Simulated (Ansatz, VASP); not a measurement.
# ZnSe in VASP and in Ansatz

```
Zn Se
1.0
     0.00000    2.77535    2.77535
     2.77535    0.00000    2.77535
     2.77535    2.77535    0.00000
Zn Se
1 1
Direct
  0.00000 0.00000 0.00000
  0.25000 0.25000 0.25000
```

Alike in both runs: functional r2SCAN; k mesh 8 × 8 × 8; occupations fermi-dirac, width 0.02 eV; no spin polarisation.

Ansatz relaxed the structure, and its values are those at the end. VASP's run is a single point on that final structure, the one shown.

|  | VASP | Ansatz |
| --- | --- | --- |
| version | VASP 6.6.1 | Ansatz 0.2.0 |
| potentials or method | VASP PAW PBE potentials, release 64 (Zn, Se), cutoff 520 eV | PAW plane waves |
| valence electrons in the cell | 18 | 28 |

Ansatz gave:

```
gap on the k mesh at the Fermi level (eV) : 2.13
pressure (GPa)                            : 4.6
```

Task: What did VASP give for the same quantities?

Result: gap on the k mesh at the Fermi level (eV): 2.15; pressure (GPa): 4.7.

VASP's potentials were made for PBE, not for r2SCAN. With one functional, cell and mesh, what is left measures potentials, basis and numerics. VASP's potentials hold 18 valence electrons a cell and Ansatz's 28, so a difference there can come from the potentials and not from the codes. Ansatz's warnings: stress scf threshold loose.
